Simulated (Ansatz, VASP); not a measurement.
## One calculation of CdS, two programs

Contents of INCAR:

```
SYSTEM = CdS
PREC = Accurate
ENCUT = 520
EDIFF = 1E-6
ISMEAR = -1
SIGMA = 0.15
LREAL = .FALSE.
LASPH = .TRUE.
NELM = 60
ALGO = Normal
ISIF = 2
LWAVE = .FALSE.
LCHARG = .FALSE.
GGA = PS
NBANDS = 16
```

KPOINTS

```
Automatic mesh
0
G
  6 6 7
  0 0 0
```

POSCAR

```
CdS
1.0
    0.0221870000      2.8643660000      2.7663390000
    2.7015010000      0.0267100000      2.7618160000
    2.6831910000      2.8415320000      0.0450210000
Cd S
1 1
Direct
    0.0000000000      0.0000000000      0.0000000000
    0.5000000000      0.5000000000      0.5000000000
```

The input input.yaml:

```yaml
crystal:
  lattice:
    - [0.022187, 2.864366, 2.766339]
    - [2.701501, 0.02671, 2.761816]
    - [2.683191, 2.841532, 0.045021]
  atoms:
    - { symbol: Cd, position: [0.0, 0.0, 0.0] }
    - { symbol: S, position: [0.5, 0.5, 0.5] }
hamiltonian:
  xc: pbesol
  pseudopotentials: { kind: paw, core: small }
kpoints:
  mp_grid: { grid: [6, 6, 7] }
scf:
  occupations: { method: fermi_dirac, width: 0.15 }
  n_extra_bands: 6
output:
  forces: true
  stress: true
  eigenvalues: true
  dos: { projected: true, de: 0.05, nscf_kmesh: { grid: [9, 9, 11] } }
basis:
  ecutwfc: "450 eV"
```

Alike in both runs: functional PBEsol; k mesh 6 × 6 × 7; occupations fermi-dirac, width 0.15 eV; no spin polarisation.

```csv
,VASP,Ansatz
version,VASP 6.6.1,Ansatz 0.2.0
potentials or method,"VASP PAW PBE potentials, release 64 (Cd, S), cutoff 520 eV",Ansatz PAW
valence electrons in the cell,18,26
task,single point,projected density of states
```

VASP gave:

```
pressure (GPa)                                                : -3.6
traceless stress, the component that is largest in VASP (GPa) : -1.74
```

Problem. Estimate Ansatz's values.

Solution. Pressure (GPa): -4.0; traceless stress, the component that is largest in VASP (GPa): -1.63.

VASP's potentials were made for PBE, not for PBEsol. VASP's potentials hold 18 valence electrons a cell and Ansatz's 26, so a difference there can come from the potentials and not from the codes.
